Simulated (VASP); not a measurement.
Runs of VASP 6.6.1 on MgZnO4. The structure is that of space group F-43m (No. 216), or close to it. The cells are those of the table. 

```csv
task,cell,k mesh,cutoff (eV),gap on the mesh (eV),pressure (GPa),relaxed volume (Å³/atom)
single point,"a = 4.544 Å, angles 60.0°, 6 atoms",6 × 6 × 6,520,none,-8.9,-
single point,"a = 4.411 Å, angles 60.0°, 6 atoms",6 × 6 × 6,520,none,-0.2,-
single point,"a = 4.413 Å, angles 60.0°, 6 atoms",10 × 10 × 10,520,none,-0.2,-
relaxation of cell and atoms,"relaxed from a = 4.544 Å, angles 60.0°, 6 atoms",6 × 6 × 6,600,none,-0.1,10.09
relaxation of cell and atoms,"relaxed from a = 4.411 Å, angles 60.0°, 6 atoms",10 × 10 × 10,600,none,0.0,(a)
```

Alike in all rows: level PBE; potentials or basis VASP PAW PBE potentials, release 64 (Mg, Zn, O); no spin polarisation; smearing gaussian 0.1 eV.

**Question.** Fill in the values left out.

**Answer.** (a) 10.10.

A gap of «none» marks levels without a gap at the run's occupations.
